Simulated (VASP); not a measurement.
Here is a VASP 6.6.1 calculation.

Contents of INCAR:

```
SYSTEM = Ga2O3
  PREC = Accurate
  ENCUT = 520
  EDIFF = 1E-7
  ISMEAR = 0
  SIGMA = 0.02
  LREAL = .False.
  LASPH = .True.
  NELM = 60
  ALGO = Normal
  ISIF = 2
  LWAVE = .False.
  LCHARG = .True.
  GGA = PE
  LELF = .True.
  LVHAR = .True.
  NBANDS = 55
```

File KPOINTS:

```
Automatic mesh
0
Gamma
  6 6 6
  0 0 0
```

The input POSCAR:

```
Ga2O3
1.0
    2.5287807452      1.4599922440      4.5409452426
   -2.5287807452      1.4599922440      4.5409452426
    0.0000000000     -2.9199844879      4.5409452426
Ga O
4 6
Direct
    0.3558404577      0.3558404577      0.3558404577
    0.1441595423      0.1441595423      0.1441595423
    0.6441595423      0.6441595423      0.6441595423
    0.8558404577      0.8558404577      0.8558404577
    0.5531316576      0.9468683424      0.2500000000
    0.2500000000      0.5531316576      0.9468683424
    0.9468683424      0.2500000000      0.5531316576
    0.4468683424      0.0531316576      0.7500000000
    0.7500000000      0.4468683424      0.0531316576
    0.0531316576      0.7500000000      0.4468683424
```

Potentials or basis: VASP PAW PBE potentials, release 64 (Ga_d, O).

Command:

```bash
$ cat potpaw_PBE.64/Ga_d/POTCAR potpaw_PBE.64/O/POTCAR > POTCAR
$ mpirun -np 1 vasp_std > vasp.out
```

Predict the pressure.

0.9 GPa.

Predict the band gap on the k mesh.

2.39 eV, indirect (least direct gap 2.63 eV).

Estimate the largest force.

0.011 eV/Å.

Forces in eV/Å, atoms in the order of the input:
```
Ga   0.000  0.000  0.011
Ga   0.000  0.000 -0.011
Ga   0.000  0.000 -0.011
Ga   0.000  0.000  0.011
O   -0.001  0.000  0.000
O    0.001 -0.001  0.000
O    0.001  0.001  0.000
O    0.001  0.000  0.000
O   -0.001  0.001  0.000
O   -0.001 -0.001  0.000
```

A k mesh can miss the band edges.
